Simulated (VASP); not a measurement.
# Al (P6_3/mmc) in VASP: single point with PBE

Aim: the single point of Al with PBE.

Program: VASP 6.6.1. These are calculated values, not measurements. Logs are shortened: lines on timing, memory, paths and dates and some standing lists are left out, and cuts for length are marked.

## (1) The cell of the first run

The structure is hexagonal, space group P6_3/mmc (No. 194). The conventional cell has a = 3.292 Å, b = 3.292 Å, c = 10.419 Å, α = 90.00°, β = 90.00°, γ = 120.00°. Within 4.2 Å of Al (site symmetry -3m) lie 12 Al at 3.22 to 3.29 Å. Within 4.2 Å of Al (site symmetry -6m2) lie 12 Al at 3.22 to 3.29 Å.

## (2) Single point, PBE (Tl replaced by Al, lengths x 0.901, strained)

Contents of INCAR:

```
  PREC = Accurate
  ENCUT = 520
  EDIFF = 1E-6
  ISMEAR = 0
  SIGMA = 0.1
  LREAL = F
  LASPH = T
  NELM = 100
  ALGO = Normal
  ISIF = 2
  LWAVE = F
  LCHARG = T
  GGA = PE
  LELF = T
  LVHAR = T
  NBANDS = 14
```

Contents of KPOINTS:

```
Automatic mesh
0
Gamma
  15 15 4
```

Contents of POSCAR:

```
Al
1.0
    3.2923844669      0.0000000000      0.0000000000
   -1.6461922335      2.8512885873      0.0000000000
    0.0000000000      0.0000000000     10.4190525570
Al
4
Direct
    0.0000000000      0.0000000000      0.0000000000
    0.3333333300      0.6666666700      0.2500000000
    0.0000000000      0.0000000000      0.5000000000
    0.6666666700      0.3333333300      0.7500000000
```

Potentials or basis: VASP PAW PBE potentials, release 64 (Al).

The run is started by

```
$ cat potpaw_PBE.64/Al/POTCAR > POTCAR
$ mpirun -np 1 vasp_std > vasp.out
```

OUTCAR:

```text
PREC = Accurate
   ENCUT = 520
   EDIFF = 1E-6
   ISMEAR = 0
   LREAL = F
   LASPH = T
   NELM = 100
   ISIF = 2
   GGA = PE

 ion  position               nearest neighbor table
   1  0.000  0.000  0.000-   2 3.22   4 3.22   2 3.22   4 3.22   4 3.22   2 3.22
   2  0.333  0.667  0.250-   1 3.22   3 3.22   1 3.22   3 3.22   1 3.22   3 3.22
   3  0.000  0.000  0.500-   2 3.22   4 3.22   2 3.22   4 3.22   4 3.22   2 3.22
   4  0.667  0.333  0.750-   1 3.22   3 3.22   1 3.22   3 3.22   1 3.22   3 3.22

  LATTYP: Found a hexagonal cell.
 ALAT       =     3.2923844669
 C/A-ratio  =     3.1645917000

  Lattice vectors:

 A1 = (   3.2923844669,   0.0000000000,   0.0000000000)
 A2 = (  -1.6461922335,   2.8512885873,   0.0000000000)
 A3 = (   0.0000000000,   0.0000000000,  10.4190525570)

Analysis of symmetry for initial positions (statically):
=====================================================================
 Subroutine PRICEL returns:
 Original cell was already a primitive cell.

 Routine SETGRP: Setting up the symmetry group for a
 hexagonal supercell.

 Subroutine GETGRP returns: Found 24 space group operations
 (whereof 12 operations were pure point group operations)
 out of a pool of 24 trial point group operations.

The static configuration has the point symmetry D_3d.
 The point group associated with its full space group is D_6h.

Analysis of symmetry for dynamics (positions and initial velocities):
=====================================================================
 Subroutine PRICEL returns:
 Original cell was already a primitive cell.

 Routine SETGRP: Setting up the symmetry group for a
 hexagonal supercell.

 Subroutine GETGRP returns: Found 24 space group operations
 (whereof 12 operations were pure point group operations)
 out of a pool of 24 trial point group operations.

The dynamic configuration has the point symmetry D_3d.
 The point group associated with its full space group is D_6h.

 Subroutine INISYM returns: Found 24 space group operations
 (whereof 12 operations are pure point group operations),
 and found     1 'primitive' translations

----------------------------------------------------------------------------------------

                                     Primitive cell

  volume of cell :      97.8093

  direct lattice vectors                    reciprocal lattice vectors
     3.292384467  0.000000000  0.000000000     0.303731235  0.175359310  0.000000000
    -1.646192234  2.851288587  0.000000000     0.000000000  0.350718621  0.000000000
     0.000000000  0.000000000 10.419052557     0.000000000  0.000000000  0.095978017

  length of vectors
     3.292384467  3.292384467 10.419052557     0.350718621  0.350718621  0.095978017

  position of ions in fractional coordinates (direct lattice)
     0.000000000  0.000000000  0.000000000
     0.333333330  0.666666670  0.250000000
     0.000000000  0.000000000  0.500000000
     0.666666670  0.333333330  0.750000000

  ion indices of the primitive-cell ions
   primitive index   ion index
                 1           1
                 2           2
                 3           3
                 4           4

----------------------------------------------------------------------------------------

 KPOINTS: Automatic mesh

Automatic generation of k-mesh.
 Grid dimensions read from file:
 generate k-points for:   15   15    4

 Generating k-lattice:

  Cartesian coordinates                     Fractional coordinates (reciprocal lattice)
     0.020248749  0.011690621  0.000000000     0.066666667 -0.000000000  0.000000000
     0.000000000  0.023381241  0.000000000     0.000000000  0.066666667  0.000000000
     0.000000000  0.000000000  0.023994504     0.000000000  0.000000000  0.250000000

  Length of vectors
     0.023381241  0.023381241  0.023994504

  Shift w.r.t. Gamma in fractional coordinates (k-lattice)
     0.000000000  0.000000000  0.000000000

 Subroutine IBZKPT returns following result:
 ===========================================

 Found     81 irreducible k-points:

 Following reciprocal coordinates:
            Coordinates               Weight
  0.000000  0.000000  0.000000      1.000000
  0.066667  0.000000  0.000000      6.000000
  0.133333  0.000000  0.000000      6.000000
  0.200000  0.000000  0.000000      6.000000
  0.266667  0.000000  0.000000      6.000000
  0.333333  0.000000  0.000000      6.000000
[... 16 lines left out ...]
  0.333333  0.200000  0.000000     12.000000
  0.400000  0.200000  0.000000      6.000000
 [... further k-points ...]
   k-points           NKPTS =     81   k-points in BZ     NKDIM =     81   number of bands    NBANDS=     14
   number of dos      NEDOS =    301   number of ions     NIONS =      4
   total plane-waves  NPLWV =  46080
   dimension x,y,z NGX =    24 NGY =   24 NGZ =   80
   dimension x,y,z NGXF=    48 NGYF=   48 NGZF=  160
   ions per type =               4
   NGX,Y,Z   is equivalent  to a cutoff of  12.12, 12.12, 12.76 a.u.
   NGXF,Y,Z  is equivalent  to a cutoff of  24.24, 24.24, 25.53 a.u.
 SYSTEM =  unknown system
   PREC   = accura    normal or accurate (medium, high low for compatibility)
   ISTART =      0    job   : 0-new  1-cont  2-samecut
   ICHARG =      2    charge: 1-file 2-atom 10-const
   ISPIN  =      1    spin polarized calculation?
   LNONCOLLINEAR =      F non collinear calculations
   LSORBIT =      F    spin-orbit coupling
   LASPH  =      T    aspherical Exc in radial PAW
   ENCUT  =  520.0 eV  38.22 Ry    6.18 a.u.   6.12  6.12 19.37*2*pi/ulx,y,z
   NELM   =    100;   NELMIN=  2; NELMDL= -5     # of ELM steps
   EDIFF  = 0.1E-05   stopping-criterion for ELM
   LREAL  =      F    real-space projection
   EDIFFG = 0.1E-04   stopping-criterion for IOM
   NSW    =      0    number of steps for IOM
   IBRION =     -1    ionic relax: 0-MD 1-quasi-New 2-CG
   NFREE  =      0    steps in history (QN), initial steepest desc. (CG)
   ISIF   =      2    stress and relaxation
   ISYM   =      2    0-nonsym 1-usesym 2-fastsym
   POTIM  = 0.5000    time-step for ionic-motion
   TEBEG  =    0.0;   TEEND  =   0.0 temperature during run
   PSTRESS=    0.0 pullay stress
   NELECT =      12.0000    total number of electrons
   NUPDOWN=      -1.0000    fix difference up-down
   EMIN   =  10.00;   EMAX   =-10.00  energy-range for DOS
   EFERMI =   0.00;   METHOD = LEGACY
   ISMEAR =     0;   SIGMA  =   0.10  broadening in eV -4-tet -1-fermi 0-gaus
   EFERMI_NEDOS =   21; number of points for ismear=-14 and -15
   IALGO  =     38    algorithm
   IMIX   =      4    mixing-type and parameters
     AMIX     =   0.40;   BMIX     =  1.00
     AMIX_MAG =   1.60;   BMIX_MAG =  1.00
  volume/ion in A,a.u.               =      24.45       165.01
  Fermi-wavevector in a.u.,A,eV,Ry     =   0.813471  1.537237  9.003446  0.661735
  Thomas-Fermi vector in A             =   1.923202
   LORBIT       =      0    0 simple, 1 ext, 2 COOP (PROOUT), +10 PAW based schemes
   GGA     = PE    functional components
   LHFCALC =     F    Hartree Fock is set to
   AEXX    =    0.0000 exact exchange contribution
   IVDW    =     0    specifies the selected vdW correction
   LEPSILON=     F    determine dielectric tensor
   LRPA    =     F    only Hartree local field effects (RPA)
 non-spin polarized calculation
 Gauss-broadening in eV      SIGMA  =   0.10
  energy-cutoff  :      520.00
  volume of cell :       97.81
 maximum number of plane-waves:      2676
   NGX = 13   NGY = 13   NGZ = 39

 number of electron      12.0000000 magnetization

 Free energy of the ion-electron system (eV)
  ---------------------------------------------------
  ext. energy  EPLUGINS =         0.00000000
  ---------------------------------------------------
  free energy    TOTEN  =       -13.24926572 eV

  energy without entropy =      -13.23815201  energy(sigma->0) =      -13.24370887

 E-fermi :   4.4478     XC(G=0):  -8.8428

 val. band max:        4.4435614168   @ k =   0.3333   0.0667   0.0000
 cond. band min:       4.4480989674   @ k =   0.4667   0.0667   0.2500
 fundamental gap:      0.0045375506
 Fermi energy:         4.4478471622

 k-point     1 :       0.0000    0.0000    0.0000
  band No.  band energies     occupation
      1      -4.2395      2.00000
      2      -2.8879      2.00000
      3      -2.8846      2.00000
      4       0.8311      2.00000
      5       1.4303      2.00000
      6       7.5823      0.00000
      7       7.5930      0.00000
      8      11.7826      0.00000
      9      11.7826      0.00000
     10      12.2578      0.00000
     11      12.2578      0.00000
     12      12.7184      0.00000
     13      12.7184      0.00000
     14      13.4697      0.00000

 k-point     2 :       0.0667    0.0000    0.0000
  band No.  band energies     occupation
      1      -4.1592      2.00000
      2      -2.8080      2.00000
      3      -2.8048      2.00000
      4       0.9110      2.00000
      5       1.5060      2.00000
      6       7.6513      0.00000
      7       7.6648      0.00000
      8      10.6101      0.00000
      9      11.1758      0.00000
     10      11.5912      0.00000
     11      11.7453      0.00000
     12      12.1844      0.00000
     13      12.2774      0.00000
     14      12.8871      0.00000

 k-point     3 :       0.1333    0.0000    0.0000
  band No.  band energies     occupation
      1      -3.9183      2.00000
      2      -2.5688      2.00000
      3      -2.5658      2.00000
      4       1.1502      2.00000
      5       1.7327      2.00000
      6       7.8431      0.00000
      7       7.8779      0.00000
      8       8.8287      0.00000
      9       9.9846      0.00000
     10      10.0341      0.00000
     11      10.3883      0.00000
     12      11.5382      0.00000
     13      11.5504      0.00000
     14      12.0609      0.00000
[... 324 lines left out ...]
 k-point    23 :       0.3333    0.2000    0.0000
  band No.  band energies     occupation
      1      -0.3678      2.00000
      2       0.9036      2.00000
      3       0.9518      2.00000
      4       2.0971      2.00000
      5       3.2814      2.00000
      6       3.3083      2.00000
      7       4.4868      0.58129
      8       4.7263      0.00008
      9       5.0184      0.00000
     10       5.7085      0.00000
     11       5.7936      0.00000
     12       6.9759      0.00000
     13       7.5968      0.00000
     14       9.1629      0.00000

 k-point    24 :       0.4000    0.2000    0.0000
  band No.  band energies     occupation
      1       0.5411      2.00000
      2       0.8496      2.00000
      3       1.7845      2.00000
      4       2.1338      2.00000
      5       2.1359      2.00000
      6       2.3514      2.00000
      7       4.3997      1.50430
      8       5.3900      0.00000
      9       5.5784      0.00000
     10       5.7553      0.00000
     11       5.8369      0.00000
     12       5.9316      0.00000
     13       6.8637      0.00000
     14       9.0910      0.00000

 [... further k-points ...]
[... 5 lines left out ...]
  --------------------------------------------------------------------------------------
  -------------------------------------------------------------------------------------
  Total       -7.0724862     -7.0724862     -6.8695121      0.0000000      0.0000000      0.0000000
  in kB     -115.8517891   -115.8517891   -112.5269448      0.0000000      0.0000000      0.0000000
  external PRESSURE =    -114.7435077 kB  Pullay stress =       0.0000000 kB

 VOLUME and BASIS-vectors are now :
 -----------------------------------------------------------------------------
  energy-cutoff  :      520.00
  volume of cell :       97.81
      direct lattice vectors                 reciprocal lattice vectors
     3.292384467  0.000000000  0.000000000     0.303731235  0.175359310  0.000000000
    -1.646192234  2.851288587  0.000000000     0.000000000  0.350718621  0.000000000
     0.000000000  0.000000000 10.419052557     0.000000000  0.000000000  0.095978017

 POSITION                                       TOTAL-FORCE (eV/Angst)
 -----------------------------------------------------------------------------------
      0.00000      0.00000      0.00000         0.000000      0.000000     -0.000000
     -0.00000      1.90086      2.60476         0.000000      0.000000      0.000000
      0.00000      0.00000      5.20953         0.000000      0.000000     -0.000000
      1.64619      0.95043      7.81429        -0.000000     -0.000000     -0.000000
 -----------------------------------------------------------------------------------
    total drift:                               -0.000000      0.000000     -0.000000

  FREE ENERGIE OF THE ION-ELECTRON SYSTEM (eV)
  ---------------------------------------------------
  free  energy   TOTEN  =       -13.2492657222 eV

  energy  without entropy=      -13.2381520150  energy(sigma->0) =      -13.24370887
```

Wall time 51 s (1 thread of Intel Xeon Platinum 8488C (Sapphire Rapids), shared host); peak memory 0.24 GiB.

What came out:

```yaml
Free_energy: -13.2493 eV
Pressure: -11.5 GPa
Band_gap_on_the_k_mesh: zero (band 6 reaches 7.84 eV, above the bottom of band 7 at 3.25 eV)
```

Caveat: the cell differs from its parent crystal (Tl replaced by Al, lengths x 0.901, strained).
